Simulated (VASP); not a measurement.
Input of a VASP 6.6.1 run:

INCAR

```
PREC     = Accurate       # precision mode
ENCUT    = 600            # plane-wave cutoff, eV
EDIFF    = 1E-6           # SCF threshold, eV
ISMEAR   = -1             # smearing method
SIGMA    = 0.2            # smearing width, eV
LREAL    = False          # projectors in reciprocal space
LASPH    = True           # aspherical terms in the spheres
NELM     = 200            # most SCF steps
ALGO     = Normal         # electronic algorithm
ISIF     = 2              # what is computed and relaxed
LWAVE    = False          # write WAVECAR
LCHARG   = False          # write CHGCAR
GGA      = PE             # functional
NBANDS   = 52             # bands
GGA_COMPAT= False        
LMAXMIX  = 6              # l up to which the mixer works
```

The input KPOINTS:

```
regular mesh
0
Gamma
  4 4 4
```

The input POSCAR:

```
Yb3InC
1.0
    5.0632000000      0.0000000000      0.0000000000
    0.0000000000      5.0632000000      0.0000000000
    0.0000000000      0.0000000000      5.0632000000
Yb In C
3 1 1
Direct
    0.5000000000      0.0000000000      0.5000000000
    0.0000000000      0.5000000000      0.5000000000
    0.5000000000      0.5000000000      0.0000000000
    0.0000000000      0.0000000000      0.0000000000
    0.5000000000      0.5000000000      0.5000000000
```

Potentials or basis: VASP PAW PBE potentials, release 64 (Yb, In_d, C).

Run with:

```bash
$ cat potpaw_PBE.64/Yb/POTCAR potpaw_PBE.64/In_d/POTCAR potpaw_PBE.64/C/POTCAR > POTCAR
$ mpirun -np 1 vasp_std > vasp.out
```

Task: Estimate the pressure.

Result: -3.5 GPa.

Task: Predict the band gap on the k mesh.

Result: Zero (an odd number of electrons rules out a gap without spin polarisation).

Caveat: the cell stands under tension; spin-orbit coupling is left out, which moves the levels of the heavy elements. Spin polarisation is off, so any magnetic state and its effect on volume and gap are missing.
